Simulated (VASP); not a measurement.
**NaSnS3: single point with PBE**

NaSnS3:

```
Na Sn S
1.0
     3.61241    2.08563    5.09038
    -3.61241    2.08563    5.09038
     0.00000   -4.17126    5.09038
Na Sn S
2 2 6
Cartesian
  0.0000 0.0000 11.4534
  0.0000 0.0000 3.8178
  0.0000 0.0000 7.6356
  0.0000 0.0000 0.0000
  -0.8234 -2.0856 6.3630
  -1.3945 1.7559 6.3630
  0.8234 2.0856 8.9082
  -2.2179 -0.3297 8.9082
  1.3945 -1.7559 8.9082
  2.2179 0.3297 6.3630
```

```json
{
  "Program": "VASP 6.6.1",
  "Task": "single point",
  "Functional": "PBE",
  "Potentials or basis": "VASP PAW PBE potentials, release 64 (Na_pv, Sn_d, S)",
  "Cutoff": "520 eV",
  "k mesh": "3 × 3 × 3",
  "Occupations": "gaussian, width 0.1 eV",
  "Spin": "no spin polarisation"
}
```

The pressure is 0.1 GPa. The band gap on the k mesh is zero (bands 39 and 40 overlap by 0.55 eV).

Levels at points of the mesh, in eV from the Fermi level:
| k point | band 37 | band 38 | band 39 | band 40 | band 41 | band 42 |
| --- | --- | --- | --- | --- | --- | --- |
| (0.00, 0.00, 0.00) | -0.16 | 0.18 | 0.18 | 0.41 | 0.95 | 3.20 |

It took 45 s on 1 thread of Intel(R) Xeon(R) 6975P-C (Granite Rapids) (shared host), peak memory 0.36 GiB.

Caveat: the k points lie up to 0.36 Å⁻¹ apart, too coarse for converged energies and pressures of a metal; spin-orbit coupling is left out, which moves the levels of the heavy elements.
